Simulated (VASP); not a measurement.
# SiNi (Pnma) in VASP: a series of runs, part 2 of 3

VASP 6.6.1. Earlier steps stand in the parts before.

## Step 3: Single point, PBEsol

This run uses another cell than the first one, of 11.80 Å³/atom, 0.971 times its volume.

INCAR

```
PREC = Accurate
ENCUT = 520
EDIFF = 1E-6
ISMEAR = 0
SIGMA = 0.1
LREAL = F
LASPH = T
NELM = 60
ALGO = Normal
ISIF = 2
LWAVE = F
LCHARG = F
GGA = PS
NBANDS = 38
```

KPOINTS

```
Automatic mesh
0
Gamma
  8 10 6
```

POSCAR

```
SiNi
1.0
    5.0878282920      0.0000000000      0.0000000000
    0.0000000000      3.3577714997      0.0000000000
    0.0000000000      0.0000000000      5.5278301680
Si Ni
4 4
Direct
    0.3214276653      0.7500000000      0.0865554849
    0.1785723347      0.2500000000      0.5865554849
    0.8214276653      0.7500000000      0.4134445151
    0.6785723347      0.2500000000      0.9134445151
    0.0093007266      0.2500000000      0.1873863651
    0.4906992734      0.7500000000      0.6873863651
    0.5093007266      0.2500000000      0.3126136349
    0.9906992734      0.7500000000      0.8126136349
```

Potentials or basis: VASP PAW PBE potentials, release 64 (Si, Ni).

Launch:

```
> cat potpaw_PBE.64/Si/POTCAR potpaw_PBE.64/Ni/POTCAR > POTCAR
> mpirun -np 1 vasp_std > vasp.out
```

OUTCAR:

```text
PREC = Accurate
   ENCUT = 520
   EDIFF = 1E-6
   ISMEAR = 0
   LREAL = F
   LASPH = T
   NELM = 60
   ISIF = 2
   GGA = PS

 ion  position               nearest neighbor table
   1  0.321  0.750  0.087-   8 2.26   7 2.30   7 2.30   6 2.37   5 2.38   5 2.38   4 2.65   4 2.65
                             3 3.12   3 3.12
   2  0.179  0.250  0.587-   7 2.26   8 2.30   8 2.30   5 2.37   6 2.38   6 2.38   3 2.65   3 2.65
                             4 3.12   4 3.12
   3  0.821  0.750  0.413-   6 2.26   5 2.30   5 2.30   8 2.37   7 2.38   7 2.38   2 2.65   2 2.65
                             1 3.12   1 3.12
   4  0.679  0.250  0.913-   5 2.26   6 2.30   6 2.30   7 2.37   8 2.38   8 2.38   1 2.65   1 2.65
                             2 3.12   2 3.12
   5  0.009  0.250  0.187-   4 2.26   3 2.30   3 2.30   2 2.37   1 2.38   1 2.38   7 2.64   7 2.64
                             8 2.67   8 2.67
   6  0.491  0.750  0.687-   3 2.26   4 2.30   4 2.30   1 2.37   2 2.38   2 2.38   8 2.64   8 2.64
                             7 2.67   7 2.67
   7  0.509  0.250  0.313-   2 2.26   1 2.30   1 2.30   4 2.37   3 2.38   3 2.38   5 2.64   5 2.64
                             6 2.67   6 2.67
   8  0.991  0.750  0.813-   1 2.26   2 2.30   2 2.30   3 2.37   4 2.38   4 2.38   6 2.64   6 2.64
                             5 2.67   5 2.67

  LATTYP: Found a simple orthorhombic cell.
 ALAT       =     3.3577714997
 B/A-ratio  =     1.5152395845
 C/A-ratio  =     1.6462794352

  Lattice vectors:

 A1 = (   0.0000000000,  -3.3577714997,   0.0000000000)
 A2 = (   5.0878282920,   0.0000000000,   0.0000000000)
 A3 = (   0.0000000000,   0.0000000000,   5.5278301680)

Analysis of symmetry for initial positions (statically):
=====================================================================
 Subroutine PRICEL returns:
 Original cell was already a primitive cell.

 Routine SETGRP: Setting up the symmetry group for a
 simple orthorhombic supercell.

 Subroutine GETGRP returns: Found  8 space group operations
 (whereof  2 operations were pure point group operations)
 out of a pool of  8 trial point group operations.

The static configuration has the point symmetry S_2 .
[... 149 lines left out ...]
  Fermi-wavevector in a.u.,A,eV,Ry     =   1.375386  2.599104 25.737977  1.891688
  Thomas-Fermi vector in A             =   2.500727
   LORBIT       =      0    0 simple, 1 ext, 2 COOP (PROOUT), +10 PAW based schemes
   GGA     = PS    functional components
   LHFCALC =     F    Hartree Fock is set to
   AEXX    =    0.0000 exact exchange contribution
   IVDW    =     0    specifies the selected vdW correction
   LEPSILON=     F    determine dielectric tensor
   LRPA    =     F    only Hartree local field effects (RPA)
 non-spin polarized calculation
 Gauss-broadening in eV      SIGMA  =   0.10
  energy-cutoff  :      520.00
  volume of cell :       94.44
 maximum number of plane-waves:      2568
 NGX is ok and might be reduce to    40
   NGX = 19   NGY = 13   NGZ = 21

 number of electron      56.0000019 magnetization

 Free energy of the ion-electron system (eV)
  ---------------------------------------------------
  ext. energy  EPLUGINS =         0.00000000
  ---------------------------------------------------
  free energy    TOTEN  =       -52.27208589 eV

  energy without entropy =      -52.26481338  energy(sigma->0) =      -52.26844964

 E-fermi :  10.6872     XC(G=0): -12.4544

 val. band max:       10.6603332627   @ k =   0.0000   0.5000   0.3333
 cond. band min:      10.7124601106   @ k =   0.1250   0.4000   0.0000
 fundamental gap:      0.0521268479
 Fermi energy:        10.6872450503

 k-point     1 :       0.0000    0.0000    0.0000
  band No.  band energies     occupation
      1      -2.5144      2.00000
      2       1.0003      2.00000
      3       2.1753      2.00000
      4       2.8438      2.00000
      5       4.0340      2.00000
      6       4.5620      2.00000
[... 973 lines left out ...]
     37      16.7614      0.00000
     38      17.3925      0.00000

 [... further k-points ...]
[... 5 lines left out ...]
  --------------------------------------------------------------------------------------
  -------------------------------------------------------------------------------------
  Total        0.1661742      0.0844204      0.1140193      0.0000000      0.0000000      0.0000000
  in kB        2.8192649      1.4322534      1.9344188      0.0000000      0.0000000      0.0000000
  external PRESSURE =       2.0619790 kB  Pullay stress =       0.0000000 kB

 VOLUME and BASIS-vectors are now :
 -----------------------------------------------------------------------------
  energy-cutoff  :      520.00
  volume of cell :       94.44
      direct lattice vectors                 reciprocal lattice vectors
     5.087828292  0.000000000  0.000000000     0.196547514  0.000000000  0.000000000
     0.000000000  3.357771500  0.000000000     0.000000000  0.297816573  0.000000000
     0.000000000  0.000000000  5.527830168     0.000000000  0.000000000  0.180902808

 POSITION                                       TOTAL-FORCE (eV/Angst)
 -----------------------------------------------------------------------------------
      1.63537      2.51833      0.47846        -0.000933      0.000000      0.001486
      0.90855      0.83944      3.24238         0.000933     -0.000000      0.001486
      4.17928      2.51833      2.28545        -0.000933      0.000000     -0.001486
      3.45246      0.83944      5.04937         0.000933      0.000000     -0.001486
      0.04732      0.83944      1.03584         0.016078     -0.000000     -0.005001
      2.49659      2.51833      3.79976        -0.016078      0.000000     -0.005001
      2.59123      0.83944      1.72808         0.016078      0.000000      0.005001
      5.04051      2.51833      4.49199        -0.016078      0.000000      0.005001
 -----------------------------------------------------------------------------------
    total drift:                               -0.000000     -0.000000      0.000000

  FREE ENERGIE OF THE ION-ELECTRON SYSTEM (eV)
  ---------------------------------------------------
  free  energy   TOTEN  =       -52.2720858868 eV

  energy  without entropy=      -52.2648133834  energy(sigma->0) =      -52.26844964
```

Wall time 7.3 min (1 thread of Intel Xeon 6975P-C, shared host); peak memory 0.44 GiB.

What came out:

- Free energy: -52.2721 eV
- Pressure: 0.2 GPa
- Largest force: 0.017 eV/Å
- Band gap on the k mesh: zero (band 28 reaches 11.82 eV, above the bottom of band 29 at 9.93 eV)

Forces on the atoms (eV/Å):
```
Si  -0.001  0.000  0.001
Si   0.001  0.000  0.001
Si  -0.001  0.000 -0.001
Si   0.001  0.000 -0.001
Ni   0.016  0.000 -0.005
Ni  -0.016  0.000 -0.005
Ni   0.016  0.000  0.005
Ni  -0.016  0.000  0.005
```

Caveat: the PAW data sets were made with another functional, which shifts forces and pressure a little.

## Step 4: Single point, PBEsol (volume scaled by 1.03, then relaxed in part)

INCAR

```
SYSTEM = SiNi
ALGO = Normal
EDIFF = 1E-7
ENCUT = 520
GGA = PS
ISIF = 2
ISMEAR = 0
LASPH = .TRUE.
LCHARG = .FALSE.
LREAL = .FALSE.
LWAVE = .FALSE.
NBANDS = 38
NELM = 60
PREC = Accurate
SIGMA = 0.1
```

KPOINTS

```
k-points
0
G
  8 10 6
  0 0 0
```

POSCAR

```
SiNi
1.0
    5.1359804087      0.0000000000      0.0000000000
    0.0000000000      3.3827711052      0.0000000000
    0.0000000000      0.0000000000      5.5986011444
Si Ni
4 4
Direct
    0.3199639198      0.7500000000      0.0854435878
    0.1800360802      0.2500000000      0.5854435878
    0.8199639198      0.7500000000      0.4145564122
    0.6800360802      0.2500000000      0.9145564122
    0.0080897699      0.2500000000      0.1888745934
    0.4919102301      0.7500000000      0.6888745934
    0.5080897699      0.2500000000      0.3111254066
    0.9919102301      0.7500000000      0.8111254066
```

Launch:

```
> cat potpaw_PBE.64/Si/POTCAR potpaw_PBE.64/Ni/POTCAR > POTCAR
> mpirun -np 1 vasp_std > vasp.out
```

Run time: 23 min. Hardware: 1 thread of AMD EPYC, shared host; peak memory 0.41 GiB.

The run converged. Its results:

```yaml
Free_energy: -52.2296 eV
Pressure: -4.8 GPa
Largest_force: 0.014 eV/Å
Band_gap_on_the_k_mesh: zero (band 28 reaches 11.35 eV, above the bottom of band 29 at 9.50 eV)
```

Forces in eV/Å, atoms in the order of the input:
```
Si  -0.003  0.000 -0.001
Si   0.003  0.000 -0.001
Si  -0.003  0.000  0.001
Si   0.003  0.000  0.001
Ni   0.014  0.000 -0.004
Ni  -0.014  0.000 -0.004
Ni   0.014  0.000  0.004
Ni  -0.014  0.000  0.004
```

Stress tensor (GPa, compression positive):
```
-4.78  0.00  0.00
 0.00 -4.92  0.00
 0.00  0.00 -4.85
```

Levels at points of the mesh, in eV from the Fermi level:
```csv
k point,band 26,band 27,band 28,band 29,band 30,band 31
"(0.00, 0.00, 0.00)",-1.19,-1.14,-0.92,0.66,1.29,3.36
"(0.50, 0.00, 0.00)",-1.83,1.06,1.06,1.08,1.08,3.63
"(0.00, 0.50, 0.00)",-1.89,-1.41,-1.41,-0.59,-0.59,2.00
"(0.50, 0.50, 0.00)",-1.68,-1.68,-1.68,0.44,0.44,0.44
"(0.00, 0.00, 0.50)",-1.40,-0.22,-0.22,0.88,0.88,3.25
"(0.50, 0.00, 0.50)",-0.97,0.81,0.81,2.30,2.30,2.68
"(0.00, 0.50, 0.50)",-1.97,-1.69,-1.69,0.19,0.19,1.29
"(0.50, 0.50, 0.50)",-1.88,-1.88,-1.88,2.54,2.54,2.54
```

Caveat: the cell differs from its parent crystal (volume scaled by 1.03, then relaxed in part); the PAW data sets were made with another functional, which shifts forces and pressure a little.

## Step 5: Single point, PBEsol (volume scaled by 1.06, then relaxed in part)

INCAR

```
ALGO     = Normal         # electronic algorithm
EDIFF    = 1E-6           # SCF threshold, eV
ENCUT    = 520            # plane-wave cutoff, eV
GGA      = PS             # functional
ISIF     = 2              # what is computed and relaxed
ISMEAR   = 0              # smearing method
LASPH    = T              # aspherical terms in the spheres
LCHARG   = F              # write CHGCAR
LREAL    = F              # projectors in reciprocal space
LWAVE    = F              # write WAVECAR
NBANDS   = 38             # bands
NELM     = 80             # most SCF steps
PREC     = Accurate       # precision mode
SIGMA    = 0.1            # smearing width, eV
```

KPOINTS

```
k-points
0
Gamma
  8 10 6
```

POSCAR

```
SiNi
1.0
    5.1816095826      0.0000000000      0.0000000000
    0.0000000000      3.4084964893      0.0000000000
    0.0000000000      0.0000000000      5.6678272080
Si Ni
4 4
Direct
    0.3184538670      0.7500000000      0.0844238664
    0.1815461330      0.2500000000      0.5844238664
    0.8184538670      0.7500000000      0.4155761336
    0.6815461330      0.2500000000      0.9155761336
    0.0068628278      0.2500000000      0.1904263133
    0.4931371722      0.7500000000      0.6904263133
    0.5068628278      0.2500000000      0.3095736867
    0.9931371722      0.7500000000      0.8095736867
```

Potentials or basis: VASP PAW PBE potentials, release 64 (Si, Ni).

Launch:

```
> cat potpaw_PBE.64/Si/POTCAR potpaw_PBE.64/Ni/POTCAR > POTCAR
> mpirun -np 1 vasp_std > vasp.out
```

OUTCAR:

```text
EDIFF = 1E-6
   ENCUT = 520
   GGA = PS
   ISIF = 2
   ISMEAR = 0
   LASPH = T
   LREAL = F
   NELM = 80
   PREC = Accurate

 ion  position               nearest neighbor table
   1  0.318  0.750  0.084-   8 2.30   7 2.34   7 2.34   6 2.41   5 2.42   5 2.42   4 2.71   4 2.71

   2  0.182  0.250  0.584-   7 2.30   8 2.34   8 2.34   5 2.41   6 2.42   6 2.42   3 2.71   3 2.71

   3  0.818  0.750  0.416-   6 2.30   5 2.34   5 2.34   8 2.41   7 2.42   7 2.42   2 2.71   2 2.71

   4  0.682  0.250  0.916-   5 2.30   6 2.34   6 2.34   7 2.41   8 2.42   8 2.42   1 2.71   1 2.71

   5  0.007  0.250  0.190-   4 2.30   3 2.34   3 2.34   2 2.41   1 2.42   1 2.42   7 2.68   7 2.68
                             8 2.75   8 2.75
   6  0.493  0.750  0.690-   3 2.30   4 2.34   4 2.34   1 2.41   2 2.42   2 2.42   8 2.68   8 2.68
                             7 2.75   7 2.75
   7  0.507  0.250  0.310-   2 2.30   1 2.34   1 2.34   4 2.41   3 2.42   3 2.42   5 2.68   5 2.68
                             6 2.75   6 2.75
   8  0.993  0.750  0.810-   1 2.30   2 2.34   2 2.34   3 2.41   4 2.42   4 2.42   6 2.68   6 2.68
                             5 2.75   5 2.75

  LATTYP: Found a simple orthorhombic cell.
 ALAT       =     3.4084964893
 B/A-ratio  =     1.5202038784
 C/A-ratio  =     1.6628525879

[... 199 lines left out ...]
 fundamental gap:      0.0155407680
 Fermi energy:         9.8418222258

 k-point     1 :       0.0000    0.0000    0.0000
  band No.  band energies     occupation
      1      -2.8569      2.00000
      2       0.4703      2.00000
      3       1.6389      2.00000
      4       2.2248      2.00000
      5       3.4982      2.00000
      6       3.9791      2.00000
[... 973 lines left out ...]
     37      15.7594      0.00000
     38      16.3558      0.00000

 [... further k-points ...]
[... 5 lines left out ...]
  --------------------------------------------------------------------------------------
  -------------------------------------------------------------------------------------
  Total       -5.6710375     -5.7615988     -5.7135953     -0.0000000      0.0000000      0.0000000
  in kB      -90.7672045    -92.2166744    -91.4483585     -0.0000000      0.0000000      0.0000000
  external PRESSURE =     -91.4774125 kB  Pullay stress =       0.0000000 kB

 VOLUME and BASIS-vectors are now :
 -----------------------------------------------------------------------------
  energy-cutoff  :      520.00
  volume of cell :      100.10
      direct lattice vectors                 reciprocal lattice vectors
     5.181609583  0.000000000  0.000000000     0.192990225  0.000000000  0.000000000
     0.000000000  3.408496489  0.000000000     0.000000000  0.293384489  0.000000000
     0.000000000  0.000000000  5.667827208     0.000000000  0.000000000  0.176434454

 POSITION                                       TOTAL-FORCE (eV/Angst)
 -----------------------------------------------------------------------------------
      1.65010      2.55637      0.47850        -0.001811     -0.000000      0.000309
      0.94070      0.85212      3.31241         0.001811      0.000000      0.000309
      4.24091      2.55637      2.35541        -0.001811      0.000000     -0.000309
      3.53151      0.85212      5.18933         0.001811     -0.000000     -0.000309
      0.03556      0.85212      1.07930         0.012246      0.000000     -0.001480
      2.55524      2.55637      3.91322        -0.012246     -0.000000     -0.001480
      2.62637      0.85212      1.75461         0.012246      0.000000      0.001480
      5.14605      2.55637      4.58852        -0.012246      0.000000      0.001480
 -----------------------------------------------------------------------------------
    total drift:                               -0.000000     -0.000000     -0.000000

  FREE ENERGIE OF THE ION-ELECTRON SYSTEM (eV)
  ---------------------------------------------------
  free  energy   TOTEN  =       -52.1047593543 eV

  energy  without entropy=      -52.0966444921  energy(sigma->0) =      -52.10070192
```

Run time: 20 min. Hardware: 1 thread of AMD EPYC, shared host; peak memory 0.42 GiB.

Results:

| Quantity | Value |
| --- | --- |
| Free energy | -52.1048 eV |
| Pressure | -9.1 GPa |
| Largest force | 0.012 eV/Å |
| Band gap on the k mesh | zero (band 28 reaches 10.91 eV, above the bottom of band 29 at 9.10 eV) |

Forces on the atoms (eV/Å):
```
Si  -0.002  0.000  0.000
Si   0.002  0.000  0.000
Si  -0.002  0.000  0.000
Si   0.002  0.000  0.000
Ni   0.012  0.000 -0.001
Ni  -0.012  0.000 -0.001
Ni   0.012  0.000  0.001
Ni  -0.012  0.000  0.001
```

Levels at points of the mesh, in eV from the Fermi level:
| k point | band 24 | band 25 | band 26 | band 27 | band 28 | band 29 | band 30 | band 31 | band 32 | band 33 |
| --- | --- | --- | --- | --- | --- | --- | --- | --- | --- | --- |
| (0.00, 0.00, 0.00) | -1.88 | -1.81 | -1.13 | -1.11 | -0.90 | 0.66 | 1.20 | 3.35 | 3.70 | 3.98 |
| (0.50, 0.00, 0.00) | -1.95 | -1.78 | -1.78 | 1.04 | 1.04 | 1.09 | 1.09 | 3.52 | 3.52 | 4.48 |
| (0.00, 0.50, 0.00) | -2.05 | -1.82 | -1.82 | -1.38 | -1.38 | -0.59 | -0.59 | 1.92 | 1.92 | 2.43 |
| (0.50, 0.50, 0.00) | -1.99 | -1.62 | -1.62 | -1.62 | -1.62 | 0.38 | 0.38 | 0.38 | 0.38 | 4.20 |
| (0.00, 0.00, 0.50) | -1.99 | -1.37 | -1.37 | -0.24 | -0.24 | 0.88 | 0.88 | 3.12 | 3.12 | 4.26 |
| (0.50, 0.00, 0.50) | -2.04 | -0.96 | -0.96 | 0.79 | 0.79 | 2.27 | 2.27 | 2.67 | 2.67 | 2.72 |
| (0.00, 0.50, 0.50) | -1.95 | -1.90 | -1.90 | -1.65 | -1.65 | 0.19 | 0.19 | 1.20 | 1.20 | 2.14 |
| (0.50, 0.50, 0.50) | -2.10 | -1.82 | -1.82 | -1.82 | -1.82 | 2.43 | 2.43 | 2.43 | 2.43 | 3.43 |

Caveat: the cell differs from its parent crystal (volume scaled by 1.06, then relaxed in part); the PAW data sets were made with another functional, which shifts forces and pressure a little.

(Part 2 of 3 ends here.)
